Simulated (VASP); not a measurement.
A run of VASP 6.6.1:

File INCAR:

```
SYSTEM = SnW2
ALGO = Fast
EDIFF = 1E-6
EDIFFG = -0.04
ENCUT = 600
GGA = PE
IBRION = 2
ISIF = 3
ISMEAR = 0
LASPH = .True.
LCHARG = .False.
LREAL = .False.
LWAVE = .False.
NELM = 80
NSW = 90
PREC = Accurate
SIGMA = 0.1
```

File KPOINTS:

```
k-points
0
Gamma
  6 6 6
  0 0 0
```

File POSCAR:

```
SnW2
1.0
   -1.7838437908      1.7838437908      4.3759917993
    1.7838437908     -1.7838437908      4.3759917993
    1.7838437908      1.7838437908     -4.3759917993
Sn W
1 2
Direct
    0.0000000000      0.0000000000      0.0000000000
    0.6650000000      0.6650000000      0.0000000000
    0.3350000000      0.3350000000      0.0000000000
```

Potentials or basis: VASP PAW PBE potentials, release 64 (Sn_d, W_sv).

Run with:

```bash
$ cat potpaw_PBE.64/Sn_d/POTCAR potpaw_PBE.64/W_sv/POTCAR > POTCAR
$ mpirun -np 1 vasp_std > vasp.out
```

Hardware: 1 thread of Intel Xeon 8259CL, on a shared host.

Question: How long does it take, and how much memory?

Answer: Run time: 22 min on 1 thread of Intel Xeon 8259CL, on a shared host, peak memory 0.26 GiB. Counts: scf iterations 165, k points 30, ion steps 10.
